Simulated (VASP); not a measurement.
Input of a VASP 6.6.1 run:

The input INCAR:

```
  PREC = Accurate
  ENCUT = 600
  EDIFF = 1E-6
  ISMEAR = 0
  SIGMA = 0.01
  LREAL = False
  LASPH = True
  NELM = 120
  ALGO = Normal
  ISIF = 2
  LWAVE = False
  LCHARG = False
  GGA = PE
  NBANDS = 11
  GGA_COMPAT = False
```

Contents of KPOINTS:

```
Automatic mesh
0
Gamma
  10 10 10
```

POSCAR

```
AlN
1.0
    0.0000000000      2.0353009605      2.0353009605
    2.0353009605      0.0000000000      2.0353009605
    2.0353009605      2.0353009605      0.0000000000
Al N
1 1
Direct
    0.0000000000      0.0000000000      0.0000000000
    0.5000000000      0.5000000000      0.5000000000
```

Potentials or basis: VASP PAW PBE potentials, release 64 (Al, N).

Command:

```console
$ cat potpaw_PBE.64/Al/POTCAR potpaw_PBE.64/N/POTCAR > POTCAR
$ mpirun -np 1 vasp_std > vasp.out
```

Estimate the band gap on the k mesh.

4.41 eV (least direct gap 5.39 eV).

What does it give for the pressure?

-0.4 GPa.

A k mesh can miss the band edges. PBE gaps usually lie below the measured ones, often by a third to a half.
